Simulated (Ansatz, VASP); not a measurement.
## Two plane-wave programs on Se

```
CELL_PARAMETERS angstrom
4.06727 0.00000 0.00000
-2.03364 3.52236 0.00000
0.00000 0.00000 5.12954
ATOMIC_POSITIONS crystal
Se 0.24729 0.00000 0.33333
Se 0.00000 0.24729 0.66667
Se 0.75271 0.75271 0.00000
```

Alike in both runs: task electric field gradients; functional PBE; dispersion D3(BJ); k mesh 12 × 12 × 8; no spin polarisation.

```csv
,VASP,Ansatz
version,VASP 6.6.1,Ansatz 0.2.0
potentials or method,"VASP PAW PBE potentials, release 64 (Se), cutoff 520 eV","scalar-relativistic, plane waves, PAW"
occupations,"gaussian, width 0.01 eV",fixed
valence electrons in the cell,18,48
```

|  | VASP | Ansatz | Ansatz less VASP |
| --- | --- | --- | --- |
| gap on the k mesh at the Fermi level (eV) | 0.51 | 0.52 | +0.010 |
| least direct gap on the mesh (eV) | 0.52 | 0.53 | +0.010 |
| pressure (GPa) | 0.1 | 0.0 | -0.10 |
| rms of the force components (eV/Å) | 0.012 | 0.000 | -0.0118 |
| size of Vzz on the site where it differs most (V/Å²) | 453.7 | 468.8 | +15.11 |

Atom by atom the forces differ by 0.012 eV/Å (rms over components). VASP's potentials hold 18 valence electrons a cell and Ansatz's 48, so a difference there can come from the potentials and not from the codes.
